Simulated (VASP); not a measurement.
# C (Fd-3m) in VASP: electric field gradients with PBEsol

Aim: the electric field gradients of C with PBEsol.

All numbers are computed with VASP 6.6.1; they aren't measurements. Logs are shortened: lines on timing, memory, paths and dates and some standing lists are left out, and cuts for length are marked.

**1. The cell of the first run**

Symmetry: Fd-3m, No. 227, cubic system. Conventional cell: a = 3.567 Å, b = 3.567 Å, c = 3.567 Å, α = 90.00°, β = 90.00°, γ = 90.00°. C (site symmetry -43m) has 4 C at 1.54 Å within 2.1 Å.

**2. Electric field gradients, PBEsol**

INCAR

```
PREC = Accurate ; ENCUT = 1000
EDIFF = 1E-8 ; ISMEAR = -1
SIGMA = 0.08 ; LREAL = F
LASPH = T ; NELM = 120
ALGO = Normal ; ISIF = 2
LWAVE = F ; LCHARG = F
GGA = PS ; LEFG = T
NBANDS = 11 ; GGA_COMPAT = F
```

KPOINTS

```
regular mesh
0
Gamma
  20 20 20
```

POSCAR

```
C
1.0
    0.0000000000      1.7834000000      1.7834000000
    1.7834000000      0.0000000000      1.7834000000
    1.7834000000      1.7834000000      0.0000000000
C
2
Direct
    0.5000000000      0.5000000000      0.5000000000
    0.7500000000      0.7500000000      0.7500000000
```

Potentials or basis: VASP PAW PBE potentials, release 64 (C_h).

On the command line:

```bash
cat potpaw_PBE.64/C_h/POTCAR > POTCAR
mpirun -np 1 vasp_std > vasp.out
```

OUTCAR:

```text
PREC = Accurate
   ENCUT = 1000
   EDIFF = 1E-8
   ISMEAR = -1
   LREAL = F
   LASPH = T
   NELM = 120
   ISIF = 2
   GGA = PS

 ion  position               nearest neighbor table
   1  0.500  0.500  0.500-
   2  0.750  0.750  0.750-

  LATTYP: Found a face centered cubic cell.
 ALAT       =     3.5668000000

  Lattice vectors:

 A1 = (   0.0000000000,   1.7834000000,   1.7834000000)
 A2 = (   1.7834000000,   0.0000000000,   1.7834000000)
 A3 = (   1.7834000000,   1.7834000000,   0.0000000000)

Analysis of symmetry for initial positions (statically):
=====================================================================
 Subroutine PRICEL returns:
 Original cell was already a primitive cell.

 Routine SETGRP: Setting up the symmetry group for a
 face centered cubic supercell.

 Subroutine GETGRP returns: Found 48 space group operations
 (whereof 24 operations were pure point group operations)
 out of a pool of 48 trial point group operations.

The static configuration has the point symmetry T_d .
 The point group associated with its full space group is O_h .

Analysis of symmetry for dynamics (positions and initial velocities):
=====================================================================
 Subroutine PRICEL returns:
 Original cell was already a primitive cell.

 Routine SETGRP: Setting up the symmetry group for a
 face centered cubic supercell.

 Subroutine GETGRP returns: Found 48 space group operations
 (whereof 24 operations were pure point group operations)
 out of a pool of 48 trial point group operations.

The dynamic configuration has the point symmetry T_d .
 The point group associated with its full space group is O_h .

 Subroutine INISYM returns: Found 48 space group operations
 (whereof 24 operations are pure point group operations),
 and found     1 'primitive' translations

----------------------------------------------------------------------------------------

                                     Primitive cell

  volume of cell :      11.3443

  direct lattice vectors                    reciprocal lattice vectors
     0.000000000  1.783400000  1.783400000    -0.280363351  0.280363351  0.280363351
[... 128 lines left out ...]
  ext. energy  EPLUGINS =         0.00000000
  ---------------------------------------------------
  free energy    TOTEN  =       -19.27439827 eV

  energy without entropy =      -19.27439827  energy(sigma->0) =      -19.27439827

 E-fermi :  12.4131     XC(G=0): -13.5730

 val. band max:       10.9183586644   @ k =   0.0000   0.0000   0.0000
 cond. band min:      14.9339745950   @ k =   0.3500   0.3500   0.0000
 fundamental gap:      4.0156159306
 Fermi energy:        12.4130801011

 k-point     1 :       0.0000    0.0000    0.0000
  band No.  band energies     occupation
      1     -10.6005      2.00000
      2      10.9184      2.00000
      3      10.9184      2.00000
      4      10.9184      2.00000
      5      16.4630      0.00000
      6      16.4630      0.00000
      7      16.4630      0.00000
      8      24.2911      0.00000
      9      29.8799      0.00000
     10      37.3534      0.00000
     11      37.3534      0.00000
[... 309 lines left out ...]
 k-point    24 :      -0.3500    0.0500    0.0000
  band No.  band energies     occupation
      1      -6.9038      2.00000
      2       0.5026      2.00000
      3       7.8947      2.00000
      4       8.5625      2.00000
      5      19.1402      0.00000
      6      19.4397      0.00000
      7      19.7843      0.00000
      8      26.0768      0.00000
      9      31.7316      0.00000
     10      33.5994      0.00000
     11      35.1086      0.00000

 [... further k-points ...]
[... 5 lines left out ...]
  --------------------------------------------------------------------------------------
  -------------------------------------------------------------------------------------
  Total       -0.3221865     -0.3221865     -0.3221865      0.0000000     -0.0000000      0.0000000
  in kB      -45.5031682    -45.5031682    -45.5031682      0.0000000     -0.0000000      0.0000000
  external PRESSURE =     -45.5031682 kB  Pullay stress =       0.0000000 kB

 VOLUME and BASIS-vectors are now :
 -----------------------------------------------------------------------------
  energy-cutoff  :     1000.00
  volume of cell :       11.34
      direct lattice vectors                 reciprocal lattice vectors
     0.000000000  1.783400000  1.783400000    -0.280363351  0.280363351  0.280363351
     1.783400000  0.000000000  1.783400000     0.280363351 -0.280363351  0.280363351
     1.783400000  1.783400000  0.000000000     0.280363351  0.280363351 -0.280363351

 POSITION                                       TOTAL-FORCE (eV/Angst)
 -----------------------------------------------------------------------------------
      1.78340      1.78340      1.78340         0.000000      0.000000      0.000000
      2.67510      2.67510      2.67510        -0.000000     -0.000000     -0.000000
 -----------------------------------------------------------------------------------
    total drift:                                0.000000      0.000000     -0.000000

  FREE ENERGIE OF THE ION-ELECTRON SYSTEM (eV)
  ---------------------------------------------------
  free  energy   TOTEN  =       -19.2743982672 eV

  energy  without entropy=      -19.2743982672  energy(sigma->0) =      -19.27439827

 Electric field gradients (V/A^2)
---------------------------------------------------------------------
 ion       V_xx      V_yy      V_zz      V_xy      V_xz      V_yz
---------------------------------------------------------------------
   1      -0.000     0.000     0.000    -0.000    -0.000    -0.000
   2      -0.000     0.000     0.000    -0.000    -0.000    -0.000
---------------------------------------------------------------------

 Electric field gradients after diagonalization (V/A^2)
 (convention: |V_zz| > |V_xx| > |V_yy|)
----------------------------------------------------------------------
 ion       V_xx      V_yy      V_zz     asymmetry (V_yy - V_xx)/ V_zz
----------------------------------------------------------------------
   1       0.000     0.000    -0.000       0.000
   2       0.000     0.000    -0.000       0.000
----------------------------------------------------------------------

           NMR quadrupolar parameters

 Cq : quadrupolar parameter    Cq=e*Q*V_zz/h
 eta: asymmetry parameters     (V_yy - V_xx)/ V_zz
 Q  : nuclear electric quadrupole moment in mb (millibarn)
----------------------------------------------------------------------
 ion       Cq(MHz)       eta       Q (mb)
----------------------------------------------------------------------
   1      -0.000       0.000       1.000
   2      -0.000       0.000       1.000
----------------------------------------------------------------------
```

stdout:

```text
POSCAR found type information on POSCAR C
 POSCAR found :  1 types and       2 ions
 scaLAPACK will be used
 -----------------------------------------------------------------------------
|                                                                             |
|                                                                             |
|     You enforced a specific xc type in the INCAR file but a different       |
|     I HOPE YOU KNOW WHAT YOU ARE DOING!                                     |
|                                                                             |
 -----------------------------------------------------------------------------

 LDA part: xc-table for (Slater+PW92), standard interpolation
 POSCAR, INCAR and KPOINTS ok, starting setup
 FFT: planning ... GRIDC
 FFT: planning ... GRID_SOFT
 FFT: planning ... GRID
 WAVECAR not read
 entering main loop
ion   1

ion   2
```

Run time: 33 s. Hardware: 1 thread of Intel Xeon 6975P-C (Granite Rapids), shared host; peak memory 0.2 GiB.

Results:

- Free energy: -19.2744 eV
- Pressure: -4.6 GPa
- Band gap on the k mesh: 4.02 eV (least direct gap 5.54 eV)
- Largest electric field gradient by atom: under 0.05 V/Å² on every atom

Caveat: the cell stands under tension; the PAW data sets were made with another functional, which shifts forces and pressure a little.
